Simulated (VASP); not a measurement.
# KF in VASP: notebook, part 3 of 3

VASP 6.6.1. Earlier steps stand in the parts before.

**6. Single point, r2SCAN (epitaxial xy strain +0.4%)**

Contents of POSCAR:

```
KF
1.0
    0.0000000000      2.6701281979      2.6533767463
    2.6701281979      0.0000000000      2.6533767463
    2.6701281979      2.6701281979      0.0000000000
K F
1 1
Direct
    0.0000000000      0.0000000000      0.0000000000
    0.5000000000      0.5000000000      0.5000000000
```

Contents of INCAR.step1:

```
SYSTEM = KF
ALGO     = Normal         ! electronic algorithm
EDIFF    = 1E-4           ! SCF threshold, eV
ENCUT    = 520            ! plane-wave cutoff, eV
GGA      = PE             ! functional
ISMEAR   = 0              ! smearing method
LASPH    = .True.         ! aspherical terms in the spheres
LCHARG   = .False.        ! write CHGCAR
LREAL    = .False.        ! projectors in reciprocal space
LWAVE    = .True.         ! write WAVECAR
NBANDS   = 15             ! bands
NELM     = 100            ! most SCF steps
PREC     = Accurate       ! precision mode
SIGMA    = 0.01           ! smearing width, eV
```

Contents of INCAR.step2:

```
SYSTEM = KF
ALGO     = Normal         ! electronic algorithm
EDIFF    = 1E-7           ! SCF threshold, eV
ENCUT    = 520            ! plane-wave cutoff, eV
ISIF     = 2              ! what is computed and relaxed
ISMEAR   = 0              ! smearing method
ISTART   = 1            
LASPH    = .True.         ! aspherical terms in the spheres
LCHARG   = .False.        ! write CHGCAR
LMIXTAU  = .True.       
LREAL    = .False.        ! projectors in reciprocal space
LWAVE    = .False.        ! write WAVECAR
METAGGA  = R2SCAN         ! meta-GGA
NBANDS   = 15             ! bands
NELM     = 100            ! most SCF steps
PREC     = Accurate       ! precision mode
SIGMA    = 0.01           ! smearing width, eV
```

Contents of KPOINTS:

```
k-points
0
Gamma
  8 8 8
  0 0 0
```

Potentials or basis: VASP PAW PBE potentials, release 64 (K_sv, F).

On the command line:

```
> cat potpaw_PBE.64/K_sv/POTCAR potpaw_PBE.64/F/POTCAR > POTCAR
> cp INCAR.step1 INCAR
> mpirun -np 1 vasp_std > vasp.out
> cp INCAR.step2 INCAR
> mpirun -np 1 vasp_std > vasp.out
```

OUTCAR:

```text
SYSTEM = KF
   EDIFF = 1E-7
   ENCUT = 520
   ISIF = 2
   ISMEAR = 0
   ISTART = 1
   LASPH = .True.
   LREAL = .False.
   METAGGA = R2SCAN
   NELM = 100
   PREC = Accurate

 ion  position               nearest neighbor table
   1  0.000  0.000  0.000-   2 2.65   2 2.65   2 2.67   2 2.67   2 2.67   2 2.67
   2  0.500  0.500  0.500-   1 2.65   1 2.65   1 2.67   1 2.67   1 2.67   1 2.67

  LATTYP: Found a body centered tetragonal cell.
 ALAT       =     3.7761315107
 C/A-ratio  =     1.4053412805

  Lattice vectors:

[... 620 lines left out ...]

  FORCE on cell =-STRESS in cart. coord.  units (eV):
  Direction    XX          YY          ZZ          XY          YZ          ZX
  --------------------------------------------------------------------------------------
  -------------------------------------------------------------------------------------
  Total       -0.0906575     -0.0906575      0.0031312      0.0000000      0.0000000     -0.0000000
  in kB       -3.8390292     -3.8390292      0.1325969      0.0000000      0.0000000     -0.0000000
  external PRESSURE =      -2.5151538 kB  Pullay stress =       0.0000000 kB

 VOLUME and BASIS-vectors are now :
 -----------------------------------------------------------------------------
  energy-cutoff  :      520.00
  volume of cell :       37.83
      direct lattice vectors                 reciprocal lattice vectors
     0.000000000  2.670128198  2.653376746    -0.187256927  0.187256927  0.188439128
     2.670128198  0.000000000  2.653376746     0.187256927 -0.187256927  0.188439128
     2.670128198  2.670128198  0.000000000     0.187256927  0.187256927 -0.188439128

 POSITION                                       TOTAL-FORCE (eV/Angst)
 -----------------------------------------------------------------------------------
      0.00000      0.00000      0.00000         0.000000     -0.000000      0.000000
      2.67013      2.67013      2.65338        -0.000000      0.000000     -0.000000
 -----------------------------------------------------------------------------------
    total drift:                                0.000000      0.000000      0.000000

  FREE ENERGIE OF THE ION-ELECTRON SYSTEM (eV)
  ---------------------------------------------------
  free  energy   TOTEN  =       -14.9728845140 eV

  energy  without entropy=      -14.9728845140  energy(sigma->0) =      -14.97288451
```

It took 85 s on 1 thread of Intel Xeon Platinum 8488C (Sapphire Rapids), shared host; peak memory 0.18 GiB.

What came out:

```yaml
Free_energy: -14.9729 eV
Pressure: -0.3 GPa
Band_gap_on_the_k_mesh: 6.87 eV, direct
```

Caveat: the cell differs from its parent crystal (epitaxial xy strain +0.4%); the PAW data sets were made with another functional, which shifts forces and pressure a little.

**7. Single point, r2SCAN (shear xy strain -6.0%)**

Contents of POSCAR:

```
KF
1.0
   -0.0791040768      2.6589605635      2.6589605635
    2.6589605635     -0.0791040768      2.6589605635
    2.5798564867      2.5798564867      0.0000000000
K F
1 1
Direct
    0.0000000000      0.0000000000      0.0000000000
    0.5000000000      0.5000000000      0.5000000000
```

Edit INCAR.step1 of step 6 so:

```diff
@@ -11,3 +11,3 @@
 NBANDS   = 15             ! bands
-NELM     = 100            ! most SCF steps
+NELM     = 80             ! most SCF steps
 PREC     = Accurate       ! precision mode
```

Edit INCAR.step2 of step 6 so:

```diff
@@ -2,3 +2,3 @@
 ALGO     = Normal         ! electronic algorithm
-EDIFF    = 1E-7           ! SCF threshold, eV
+EDIFF    = 1E-6           ! SCF threshold, eV
 ENCUT    = 520            ! plane-wave cutoff, eV
@@ -14,3 +14,3 @@
 NBANDS   = 15             ! bands
-NELM     = 100            ! most SCF steps
+NELM     = 80             ! most SCF steps
 PREC     = Accurate       ! precision mode
```

KPOINTS is that of step 6.

On the command line:

```
> cat potpaw_PBE.64/K_sv/POTCAR potpaw_PBE.64/F/POTCAR > POTCAR
> cp INCAR.step1 INCAR
> mpirun -np 1 vasp_std > vasp.out
> cp INCAR.step2 INCAR
> mpirun -np 1 vasp_std > vasp.out
```

Run time: 1.8 min. Hardware: 1 thread of Intel Xeon Platinum 8488C (Sapphire Rapids), shared host; peak memory 0.19 GiB.

It converged, with:

| Quantity | Value |
| --- | --- |
| Free energy | -14.9678 eV |
| Pressure | 0.0 GPa |
| Band gap on the k mesh | 6.87 eV, direct |

Stress tensor (GPa, compression positive):
```
-0.03  0.74  0.00
 0.74 -0.03  0.00
 0.00  0.00 -0.08
```

Levels at points of the mesh, in eV from the valence-band top:
```
           k point  band 4  band 5  band 6  band 7  band 8  band 9  band 10  band 11  band 12  band 13
(0.00, 0.00, 0.00)   -9.61   -9.59   -0.06   -0.03    0.00    6.87    11.14    11.43    11.78    13.35
(0.50, 0.00, 0.00)   -9.63   -9.62   -0.81   -0.38   -0.30    9.63    11.24    12.69    13.14    15.24
(0.50, 0.50, 0.00)   -9.85   -9.79   -0.23   -0.11   -0.05    8.74    11.27    12.51    14.68    15.16
(0.00, 0.00, 0.50)   -9.66   -9.64   -0.82   -0.44   -0.38    9.76    11.42    12.78    13.22    15.27
(0.50, 0.00, 0.50)   -9.82   -9.81   -0.24   -0.08   -0.08    8.74    11.24    12.53    14.60    15.16
```

Caveat: the cell differs from its parent crystal (shear xy strain -6.0%); the PAW data sets were made with another functional, which shifts forces and pressure a little. A k mesh can miss the band edges.

**8. The runs side by side**

```tsv
level	cell	smearing	gap on the mesh (eV)	pressure (GPa)
PBE	a = 3.588 Å, angles 60.0°, 2 atoms	fermi-dirac 0.02 eV	7.06	9.5
r2SCAN	a = 3.588 Å, angles 60.0°, 2 atoms	gaussian 0.01 eV	7.74	7.1
PBE	a = 3.764, b = 3.764, c = 3.776 Å, angles 59.9, 59.9, 60.2°, 2 atoms	fermi-dirac 0.02 eV	6.20	1.7
PBE	a = 3.761, b = 3.761, c = 3.648 Å, angles 61.0, 61.0, 62.0°, 2 atoms	fermi-dirac 0.02 eV	6.20	2.0
r2SCAN	a = 3.764, b = 3.764, c = 3.776 Å, angles 59.9, 59.9, 60.2°, 2 atoms	gaussian 0.01 eV	6.87	-0.3
r2SCAN	a = 3.761, b = 3.761, c = 3.648 Å, angles 61.0, 61.0, 62.0°, 2 atoms	gaussian 0.01 eV	6.87	0.0
```

Alike in all rows: task single point; potentials or basis VASP PAW PBE potentials, release 64 (K_sv, F); no spin polarisation; k mesh 8 × 8 × 8; cutoff (eV) 520.

Caveats: the PAW data sets were made with another functional, which shifts forces and pressure a little (some runs).

Absolute energies hang on the potentials; compare differences alone.
